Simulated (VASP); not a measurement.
Set up this calculation in VASP 6.6.1, as the native input.

- Task: single point
- Functional: PBE
- Dispersion: D3(BJ)
- Potentials or basis: VASP PAW PBE potentials, release 64 (Sn_d, O)
- Cutoff: 520 eV
- k mesh: 8 × 6 × 6
- Occupations: gaussian, width 0.05 eV
- Spin: no spin polarisation
- Dipole correction: no
- Further INCAR settings: ALGO = Normal; EDIFF = 1e-06; NBANDS = 35

The structure of SnO2 lies in POSCAR:

```
SnO2
1.0
    1.6186264610     -2.8035432689      0.0000000000
    1.6186264610      0.9345144230      4.2918257460
   -4.8558793830     -2.8035432689      0.0000000000
Sn O
2 4
Direct
    0.5168043713      0.4590178198     -0.0125429783
   -0.0168043713      0.5409821802      0.5125429783
    0.4920300375      0.7460447061      0.7646400351
    1.0079699625      0.7155554097      0.2225600035
    0.4920300375      0.2844445903      0.2774399965
    1.0079699625      0.2539552939      0.7353599649
```

This cell differs from its parent crystal: mode 4 frozen in at -0.176 Å and mode 5 at -0.054 Å (largest displacements).

One way to write it, as run:

INCAR

```
PREC     = Accurate       # precision mode
ENCUT    = 520            # plane-wave cutoff, eV
EDIFF    = 1E-6           # SCF threshold, eV
ISMEAR   = 0              # smearing method
SIGMA    = 0.05           # smearing width, eV
LREAL    = False          # projectors in reciprocal space
LASPH    = True           # aspherical terms in the spheres
NELM     = 80             # most SCF steps
ALGO     = Normal         # electronic algorithm
ISIF     = 2              # what is computed and relaxed
LWAVE    = False          # write WAVECAR
LCHARG   = False          # write CHGCAR
GGA      = PE             # functional
IVDW     = 12             # dispersion correction
NBANDS   = 35             # bands
```

KPOINTS

```
Automatic mesh
0
Gamma
  8 6 6
```

Potentials or basis: VASP PAW PBE potentials, release 64 (Sn_d, O).

Command:

```console
$ cat potpaw_PBE.64/Sn_d/POTCAR potpaw_PBE.64/O/POTCAR > POTCAR
$ mpirun -np 1 vasp_std > vasp.out
```

It gave:

The pressure is -0.6 GPa and the largest force is 0.712 eV/Å. The band gap on the k mesh is 1.31 eV, indirect (least direct gap 1.34 eV) and the dispersion energy per atom is -0.201 eV.

Caveat: the cell differs from its parent crystal (mode 4 frozen in at -0.176 Å and mode 5 at -0.054 Å (largest displacements)); spin-orbit coupling is left out, which moves the levels of the heavy elements.

It took 2.9 min on 1 thread of AMD EPYC 9R45 96-Core Processor (Zen 5), with other jobs on the host, peak memory 0.39 GiB.
